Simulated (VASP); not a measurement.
Sb:

```
Sb
1.0
    -1.57654    1.57654    2.71194
     1.57654   -1.57654    2.71194
     1.57654    1.57654   -2.71194
Sb
1
Direct
  0.00000 0.00000 0.00000
```

```yaml
Program: VASP 6.6.1
Task: relaxation of cell and atoms
Functional: PBEsol
Potentials_or_basis: VASP PAW PBE potentials, release 64 (Sb)
Cutoff: 600 eV
k_mesh: 12 × 12 × 12
Occupations: fermi-dirac, width 0.05 eV
Spin: no spin polarisation
```

At the start: pressure -1.3 GPa; volume 26.96 Å³/atom.

Q: Where does the relaxation end?

A: Over 11 steps the energy falls by 6.1 meV/atom and the volume is 26.32 Å³/atom (-2.4 %); space group I4/mmm (No. 139, to 0.1 Å) before and after.

The path:
| step | energy change (eV) | largest force (eV/Å) | pressure (GPa) | volume (Å³) |
| --- | --- | --- | --- | --- |
| 1 | 0.0000 | 0.0000 | -1.27 | 26.96 |
| 2 | -0.0020 | 0.0000 | 0.77 | 26.14 |
| 3 | -0.0024 | 0.0000 | 0.12 | 26.39 |
| 4 | -0.0034 | 0.0000 | 0.14 | 26.35 |
| 5 | -0.0056 | 0.0000 | 0.28 | 26.24 |
| 6 | -0.0008 | 0.0000 | 0.74 | 25.98 |
| 7 | -0.0059 | 0.0000 | 0.34 | 26.20 |
| 8 | -0.0059 | 0.0000 | 0.39 | 26.17 |
| 9 | -0.0053 | 0.0000 | -0.71 | 26.58 |
| 10 | -0.0061 | 0.0000 | 0.04 | 26.30 |
| 11 | -0.0061 | 0.0000 | 0.01 | 26.32 |

Final structure:
```cif
data_structure
_symmetry_space_group_name_H-M 'P 1'
_symmetry_Int_Tables_number 1
_cell_length_a 3.4390
_cell_length_b 3.4390
_cell_length_c 3.4390
_cell_angle_alpha 124.919
_cell_angle_beta 124.919
_cell_angle_gamma 81.673
_cell_volume 26.32
loop_
_atom_site_label
_atom_site_type_symbol
_atom_site_fract_x
_atom_site_fract_y
_atom_site_fract_z
_atom_site_occupancy
Sb1 Sb 0.00000 0.00000 0.00000 1
```

Caveat: the PAW data sets were made with another functional, which shifts forces and pressure a little.
